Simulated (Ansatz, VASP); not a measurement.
# Pb in VASP and in Ansatz

File INCAR:

```
SYSTEM = Pb
PREC = Accurate
ENCUT = 520
EDIFF = 1E-6
ISMEAR = -1
SIGMA = 0.05
LREAL = .FALSE.
LASPH = .TRUE.
NELM = 60
ALGO = Normal
ISIF = 2
LWAVE = .FALSE.
LCHARG = .FALSE.
GGA = PE
NBANDS = 21
```

The input KPOINTS:

```
Automatic mesh
0
G
  8 8 8
  0 0 0
```

Contents of POSCAR:

```
Pb
1.0
    0.0000000000      3.4390000555      3.5077800566
    3.4390000555      0.0000000000      3.5077800566
    3.4390000555      3.4390000555      0.0000000000
Pb
2
Direct
    0.0000000000      0.0000000000      0.0000000000
    0.2500000000      0.2500000000      0.2500000000
```

Input for Ansatz:

```yaml
crystal:
  lattice:
    - [0.0, 3.4390000555, 3.5077800566]
    - [3.4390000555, 0.0, 3.5077800566]
    - [3.4390000555, 3.4390000555, 0.0]
  atoms:
    - { symbol: Pb, position: [0.0, 0.0, 0.0] }
    - { symbol: Pb, position: [0.25, 0.25, 0.25] }
kpoints:
  mp_grid: { grid: [8, 8, 8] }
  band_path:
    path:
      - [0.0, 0.0, 0.0]
      - [0.0, 0.5, 0.5]
      - [0.25, 0.75, 0.5]
      - [0.0, 0.5, 0.0]
      - [0.0, 0.0, 0.0]
      - [0.5, 0.5, 0.0]
      - [0.3701460977, 0.6298539023, 0.0]
      - [-0.3701460977, 0.3701460977, 0.0]
      - [0.0, 0.0, 0.0]
    npoints: 5
scf:
  occupations: { method: fermi_dirac, width: 0.05 }
hamiltonian:
  xc: pbe
  pseudopotentials: { kind: all_electron, lapw: { basis_error: 0.00025 } }
output:
  forces: true
  stress: true
  eigenvalues: true
```

Change from the starting cell: zz strain of +2 %.

Alike in both runs: task single point; functional PBE; k mesh 8 × 8 × 8; occupations fermi-dirac, width 0.05 eV; no spin polarisation.

|  | VASP | Ansatz |
| --- | --- | --- |
| version | VASP 6.6.1 | Ansatz 0.2.0 |
| potentials or method | VASP PAW PBE potentials, release 64 (Pb_d), cutoff 520 eV | all-electron LAPW, scalar-relativistic |

```tsv
	VASP	Ansatz	Ansatz less VASP
pressure (GPa)	1.6	1.7	+0.05
traceless stress, the component that is largest in VASP (GPa)	-0.11	-0.11	0.000
```

Ansatz ran all-electron here, and VASP with PAW potentials.

Spin-orbit coupling is off throughout.
